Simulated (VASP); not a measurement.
# HfO2 (Fm-3m) in VASP: notebook, part 2 of 2

VASP 6.6.1. The steps go on from the part before.

## (4) Single point, r2SCAN

This run uses another cell than the first one, of 10.48 Å³/atom, 0.940 times its volume.

Input file POSCAR:

```
HfO2
1.0
    0.0000000000      2.5052914730      2.5052914730
    2.5052914730      0.0000000000      2.5052914730
    2.5052914730      2.5052914730      0.0000000000
Hf O
1 2
Direct
    0.0000000000      0.0000000000      0.0000000000
    0.7500000000      0.7500000000      0.7500000000
    0.2500000000      0.2500000000      0.2500000000
```

Input file INCAR.step1:

```
SYSTEM = HfO2
  PREC = Accurate
  ENCUT = 520
  ISMEAR = -1
  SIGMA = 0.05
  LREAL = .FALSE.
  LASPH = .TRUE.
  NELM = 80
  NBANDS = 18
  GGA = PE
  ALGO = Normal
  EDIFF = 1E-4
  LWAVE = .TRUE.
  LCHARG = .FALSE.
```

Input file INCAR.step2:

```
SYSTEM = HfO2
  PREC = Accurate
  ENCUT = 520
  EDIFF = 1E-7
  ISMEAR = -1
  SIGMA = 0.05
  LREAL = .FALSE.
  LASPH = .TRUE.
  NELM = 80
  ALGO = Normal
  ISIF = 2
  LWAVE = .FALSE.
  LCHARG = .TRUE.
  METAGGA = R2SCAN
  LMIXTAU = .TRUE.
  LELF = .TRUE.
  LVHAR = .TRUE.
  NBANDS = 18
  ISTART = 1
```

Input file KPOINTS:

```
regular mesh
0
G
  9 9 9
  0 0 0
```

Potentials or basis: VASP PAW PBE potentials, release 64 (Hf_pv, O).

The run is started by

```
$ cat potpaw_PBE.64/Hf_pv/POTCAR potpaw_PBE.64/O/POTCAR > POTCAR
$ cp INCAR.step1 INCAR
$ mpirun -np 1 vasp_std > vasp.out
$ cp INCAR.step2 INCAR
$ mpirun -np 1 vasp_std > vasp.out
```

OUTCAR:

```text
SYSTEM = HfO2
   PREC = Accurate
   ENCUT = 520
   EDIFF = 1E-7
   ISMEAR = -1
   LREAL = .FALSE.
   LASPH = .TRUE.
   NELM = 80
   ISIF = 2
   METAGGA = R2SCAN
   ISTART = 1

 ion  position               nearest neighbor table
   1  0.000  0.000  0.000-   2 2.17   3 2.17   2 2.17   2 2.17   2 2.17   3 2.17   3 2.17   3 2.17

   2  0.750  0.750  0.750-   1 2.17   1 2.17   1 2.17   1 2.17
   3  0.250  0.250  0.250-   1 2.17   1 2.17   1 2.17   1 2.17

  LATTYP: Found a face centered cubic cell.
 ALAT       =     5.0105829460

  Lattice vectors:

 A1 = (   0.0000000000,   2.5052914730,   2.5052914730)
 A2 = (   2.5052914730,   0.0000000000,   2.5052914730)
 A3 = (   2.5052914730,   2.5052914730,   0.0000000000)

Analysis of symmetry for initial positions (statically):
=====================================================================
 Subroutine PRICEL returns:
 Original cell was already a primitive cell.

 Routine SETGRP: Setting up the symmetry group for a
 face centered cubic supercell.

 Subroutine GETGRP returns: Found 48 space group operations
[... 9 lines left out ...]

 Routine SETGRP: Setting up the symmetry group for a
 face centered cubic supercell.

 Subroutine GETGRP returns: Found 48 space group operations
[... 11 lines left out ...]
                                     Primitive cell

  volume of cell :      31.4489

  direct lattice vectors                    reciprocal lattice vectors
     0.000000000  2.505291473  2.505291473    -0.199577576  0.199577576  0.199577576
     2.505291473  0.000000000  2.505291473     0.199577576 -0.199577576  0.199577576
     2.505291473  2.505291473  0.000000000     0.199577576  0.199577576 -0.199577576

  length of vectors
     3.543017179  3.543017179  3.543017179     0.345678502  0.345678502  0.345678502

  position of ions in fractional coordinates (direct lattice)
     0.000000000  0.000000000  0.000000000
     0.750000000  0.750000000  0.750000000
[... 88 lines left out ...]
   TEBEG  =    0.0;   TEEND  =   0.0 temperature during run
   PSTRESS=    0.0 pullay stress
   NELECT =      22.0000    total number of electrons
   NUPDOWN=      -1.0000    fix difference up-down
   EMIN   =  10.00;   EMAX   =-10.00  energy-range for DOS
   EFERMI =   0.00;   METHOD = LEGACY
   ISMEAR =    -1;   SIGMA  =   0.05  broadening in eV -4-tet -1-fermi 0-gaus
   EFERMI_NEDOS =   21; number of points for ismear=-14 and -15
   IALGO  =     38    algorithm
   IMIX   =      4    mixing-type and parameters
     AMIX     =   0.40;   BMIX     =  1.00
     AMIX_MAG =   1.60;   BMIX_MAG =  1.00
  volume/ion in A,a.u.               =      10.48        70.74
  Fermi-wavevector in a.u.,A,eV,Ry     =   1.453274  2.746289 28.735572  2.112005
  Thomas-Fermi vector in A             =   2.570559
   LORBIT       =      0    0 simple, 1 ext, 2 COOP (PROOUT), +10 PAW based schemes
   METAGGA = R2SCAN    functional components
   LHFCALC =     F    Hartree Fock is set to
   AEXX    =    0.0000 exact exchange contribution
   IVDW    =     0    specifies the selected vdW correction
   LEPSILON=     F    determine dielectric tensor
   LRPA    =     F    only Hartree local field effects (RPA)
 non-spin polarized calculation
  energy-cutoff  :      520.00
  volume of cell :       31.45
 maximum number of plane-waves:       869
   NGX = 13   NGY = 13   NGZ = 13

 number of electron      21.9999998 magnetization

 Free energy of the ion-electron system (eV)
  ---------------------------------------------------
  ext. energy  EPLUGINS =         0.00000000
  ---------------------------------------------------
  free energy    TOTEN  =       -68.54635501 eV

  energy without entropy =      -68.54635501  energy(sigma->0) =      -68.54635501

 E-fermi :   5.1747     XC(G=0): -12.7854

 val. band max:        4.1584673898   @ k =  -0.4444   0.4444   0.0000
 cond. band min:       8.6780486835   @ k =   0.4444   0.4444   0.0000
 fundamental gap:      4.5195812936
 Fermi energy:         5.1747400809

 k-point     1 :       0.0000    0.0000    0.0000
  band No.  band energies     occupation
      1     -26.2707      2.00000
      2     -26.2707      2.00000
      3     -26.2707      2.00000
      4     -15.7387      2.00000
      5     -12.5588      2.00000
      6      -1.4520      2.00000
[... 481 lines left out ...]
      5     -13.4803      2.00000
      6      -2.4040      2.00000
[... 10 lines left out ...]
     17      17.1071      0.00000
     18      17.3928      0.00000

 [... further k-points ...]
[... 5 lines left out ...]
  --------------------------------------------------------------------------------------
  -------------------------------------------------------------------------------------
  Total        0.7717367      0.7717367      0.7717367      0.0000000     -0.0000000      0.0000000
  in kB       39.3165094     39.3165094     39.3165094      0.0000000     -0.0000000      0.0000000
  external PRESSURE =      39.3165094 kB  Pullay stress =       0.0000000 kB

 VOLUME and BASIS-vectors are now :
 -----------------------------------------------------------------------------
  energy-cutoff  :      520.00
  volume of cell :       31.45
      direct lattice vectors                 reciprocal lattice vectors
     0.000000000  2.505291473  2.505291473    -0.199577576  0.199577576  0.199577576
     2.505291473  0.000000000  2.505291473     0.199577576 -0.199577576  0.199577576
     2.505291473  2.505291473  0.000000000     0.199577576  0.199577576 -0.199577576

 POSITION                                       TOTAL-FORCE (eV/Angst)
 -----------------------------------------------------------------------------------
      0.00000      0.00000      0.00000        -0.000000     -0.000000      0.000000
      3.75794      3.75794      3.75794         0.000000      0.000000      0.000000
      1.25265      1.25265      1.25265        -0.000000      0.000000     -0.000000
 -----------------------------------------------------------------------------------
    total drift:                                0.000000      0.000000      0.000000

  FREE ENERGIE OF THE ION-ELECTRON SYSTEM (eV)
  ---------------------------------------------------
  free  energy   TOTEN  =       -68.5463550079 eV

  energy  without entropy=      -68.5463550078  energy(sigma->0) =      -68.54635501
```

OUTCAR.step1:

```text
SYSTEM = HfO2
   PREC = Accurate
   ENCUT = 520
   ISMEAR = -1
   LREAL = .FALSE.
   LASPH = .TRUE.
   NELM = 80
[... 727 lines left out ...]
      0.00000      0.00000      0.00000        -0.000000     -0.000000     -0.000000
      3.75794      3.75794      3.75794        -0.000000     -0.000000      0.000000
      1.25265      1.25265      1.25265         0.000000      0.000000      0.000000
 -----------------------------------------------------------------------------------
    total drift:                                0.000000      0.000000      0.000000

  FREE ENERGIE OF THE ION-ELECTRON SYSTEM (eV)
  ---------------------------------------------------
  free  energy   TOTEN  =       -30.2107502380 eV

  energy  without entropy=      -30.2107502379  energy(sigma->0) =      -30.21075024
```

Wall time 99 s (1 thread of Intel Xeon Platinum 8259CL at 2.50GHz (Skylake/Cascade Lake), shared host); peak memory 0.17 GiB.

What came out:

- Free energy: -68.5464 eV
- Pressure: 3.9 GPa
- Band gap on the k mesh: 4.52 eV, indirect (least direct gap 4.63 eV)

Caveat: the PAW data sets were made with another functional, which shifts forces and pressure a little; spin-orbit coupling is left out, which moves the levels of the heavy elements.

## (5) Single point, r2SCAN

This run uses another cell than the first one, of 10.71 Å³/atom, 0.960 times its volume.

Input file POSCAR:

```
HfO2
1.0
    0.0000000000      2.5229349520      2.5229349520
    2.5229349520      0.0000000000      2.5229349520
    2.5229349520      2.5229349520      0.0000000000
Hf O
1 2
Direct
    0.0000000000      0.0000000000      0.0000000000
    0.7500000000      0.7500000000      0.7500000000
    0.2500000000      0.2500000000      0.2500000000
```

Input file INCAR.step1:

```
SYSTEM = HfO2
ALGO = Normal ; EDIFF = 1E-4
ENCUT = 520 ; GGA = PE
ISMEAR = -1 ; LASPH = .TRUE.
LCHARG = .FALSE. ; LREAL = .FALSE.
LWAVE = .TRUE. ; NBANDS = 18
NELM = 60 ; PREC = Accurate
SIGMA = 0.05
```

Input file INCAR.step2:

```
SYSTEM = HfO2
ALGO = Normal ; EDIFF = 1E-6
ENCUT = 520 ; ISIF = 2
ISMEAR = -1 ; ISTART = 1
LASPH = .TRUE. ; LCHARG = .FALSE.
LMIXTAU = .TRUE. ; LREAL = .FALSE.
LWAVE = .FALSE. ; METAGGA = R2SCAN
NBANDS = 18 ; NELM = 60
PREC = Accurate ; SIGMA = 0.05
```

Input file KPOINTS:

```
k-points
0
G
  9 9 9
  0 0 0
```

Potentials or basis: VASP PAW PBE potentials, release 64 (Hf_pv, O).

The run is started by

```
$ cat potpaw_PBE.64/Hf_pv/POTCAR potpaw_PBE.64/O/POTCAR > POTCAR
$ cp INCAR.step1 INCAR
$ mpirun -np 1 vasp_std > vasp.out
$ cp INCAR.step2 INCAR
$ mpirun -np 1 vasp_std > vasp.out
```

OUTCAR:

```text
SYSTEM = HfO2
   EDIFF = 1E-6
   ENCUT = 520
   ISIF = 2
   ISMEAR = -1
   ISTART = 1
   LASPH = .TRUE.
   LREAL = .FALSE.
   METAGGA = R2SCAN
   NELM = 60
   PREC = Accurate

 ion  position               nearest neighbor table
   1  0.000  0.000  0.000-   2 2.18   2 2.18   2 2.18   2 2.18   3 2.18   3 2.18   3 2.18   3 2.18

   2  0.750  0.750  0.750-   1 2.18   1 2.18   1 2.18   1 2.18
   3  0.250  0.250  0.250-   1 2.18   1 2.18   1 2.18   1 2.18

  LATTYP: Found a face centered cubic cell.
 ALAT       =     5.0458699040

  Lattice vectors:

 A1 = (   0.0000000000,   2.5229349520,   2.5229349520)
 A2 = (   2.5229349520,   0.0000000000,   2.5229349520)
 A3 = (   2.5229349520,   2.5229349520,   0.0000000000)

Analysis of symmetry for initial positions (statically):
=====================================================================
 Subroutine PRICEL returns:
 Original cell was already a primitive cell.

 Routine SETGRP: Setting up the symmetry group for a
 face centered cubic supercell.

 Subroutine GETGRP returns: Found 48 space group operations
 (whereof 48 operations were pure point group operations)
 out of a pool of 48 trial point group operations.

[... 162 lines left out ...]

 E-fermi :   5.0049     XC(G=0): -12.6616

 val. band max:        3.9777546131   @ k =  -0.4444   0.4444   0.0000
 cond. band min:       8.4309880106   @ k =   0.4444   0.4444   0.0000
 fundamental gap:      4.4532333976
 Fermi energy:         5.0049013876

 k-point     1 :       0.0000    0.0000    0.0000
  band No.  band energies     occupation
      1     -26.5558      2.00000
      2     -26.5558      2.00000
      3     -26.5558      2.00000
      4     -15.7866      2.00000
      5     -12.7130      2.00000
      6      -1.4984      2.00000
[... 481 lines left out ...]
      5     -13.6485      2.00000
      6      -2.4494      2.00000
[... 10 lines left out ...]
     17      16.7790      0.00000
     18      16.9871      0.00000

 [... further k-points ...]

------------------------ aborting loop because EDIFF is reached ----------------------------------------

  FORCE on cell =-STRESS in cart. coord.  units (eV):
  Direction    XX          YY          ZZ          XY          YZ          ZX
  --------------------------------------------------------------------------------------
  -------------------------------------------------------------------------------------
  Total       -0.4006642     -0.4006642     -0.4006642      0.0000000      0.0000000      0.0000000
  in kB      -19.9867883    -19.9867883    -19.9867883      0.0000000      0.0000000      0.0000000
  external PRESSURE =     -19.9867883 kB  Pullay stress =       0.0000000 kB

 VOLUME and BASIS-vectors are now :
 -----------------------------------------------------------------------------
  energy-cutoff  :      520.00
  volume of cell :       32.12
      direct lattice vectors                 reciprocal lattice vectors
     0.000000000  2.522934952  2.522934952    -0.198181883  0.198181883  0.198181883
     2.522934952  0.000000000  2.522934952     0.198181883 -0.198181883  0.198181883
     2.522934952  2.522934952  0.000000000     0.198181883  0.198181883 -0.198181883

 POSITION                                       TOTAL-FORCE (eV/Angst)
 -----------------------------------------------------------------------------------
      0.00000      0.00000      0.00000         0.000000      0.000000      0.000000
      3.78440      3.78440      3.78440         0.000000      0.000000      0.000000
      1.26147      1.26147      1.26147        -0.000000     -0.000000     -0.000000
 -----------------------------------------------------------------------------------
    total drift:                                0.000000      0.000000      0.000000

  FREE ENERGIE OF THE ION-ELECTRON SYSTEM (eV)
  ---------------------------------------------------
  free  energy   TOTEN  =       -68.5514484371 eV

  energy  without entropy=      -68.5514484370  energy(sigma->0) =      -68.55144844
```

It took 81 s on 1 thread of Intel Xeon Platinum 8259CL at 2.50GHz (Skylake/Cascade Lake), shared host; peak memory 0.17 GiB.

Results:

| Quantity | Value |
| --- | --- |
| Free energy | -68.5514 eV |
| Pressure | -2.0 GPa |
| Band gap on the k mesh | 4.45 eV, indirect (least direct gap 4.56 eV) |

Caveat: the PAW data sets were made with another functional, which shifts forces and pressure a little; spin-orbit coupling is left out, which moves the levels of the heavy elements. r2SCAN opens gaps a little over a GGA but as a rule still falls short of measured ones.

## (6) Overview

```tsv
cell	gap on the mesh (eV)	pressure (GPa)
a = 3.617 Å, angles 60.0°, 3 atoms	4.33	-12.0
a = 3.688 Å, angles 60.0°, 3 atoms	4.14	-23.6
a = 3.543 Å, angles 60.0°, 3 atoms	4.52	3.9
a = 3.568 Å, angles 60.0°, 3 atoms	4.45	-2.0
```

Alike in all rows: task single point; level r2SCAN; potentials or basis VASP PAW PBE potentials, release 64 (Hf_pv, O); no spin polarisation; k mesh 9 × 9 × 9; cutoff (eV) 520; smearing fermi-dirac 0.05 eV.

Caveats: the PAW data sets were made with another functional, which shifts forces and pressure a little; spin-orbit coupling is left out, which moves the levels of the heavy elements.

Absolute energies hang on the potentials; compare differences alone.
